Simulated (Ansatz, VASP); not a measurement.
K: VASP beside Ansatz

```
K
1.0
    -2.67945    2.67945    2.67945
     2.67945   -2.67945    2.67945
     2.67945    2.67945   -2.67945
K
1
Direct
  0.00000 0.00000 0.00000
```

Alike in both runs: task single point; functional PBE; dispersion D4; k mesh 7 × 7 × 7; collinear spin.

|  | VASP | Ansatz |
| --- | --- | --- |
| version | VASP 6.6.1 | Ansatz 0.2.0 |
| potentials or method | VASP PAW PBE potentials, release 64 (K_sv) | Ansatz PAW polarizable |
| plane-wave cutoff (eV) | 500 | 420 |
| occupations | methfessel-paxton of order 1, width 0.05 eV | cold, width 0.05 eV |
| valence electrons in the cell | 9 | 9 |

|  | VASP | Ansatz | Ansatz less VASP |
| --- | --- | --- | --- |
| gap on the k mesh at the Fermi level (eV) | none | none | - |
| pressure (GPa) | -0.3 | -0.3 | +0.01 |
| net moment per atom (μB) | 0.04 | 0.05 | +0.011 |

A gap of «none» marks a metal or a gap that the smearing closes.
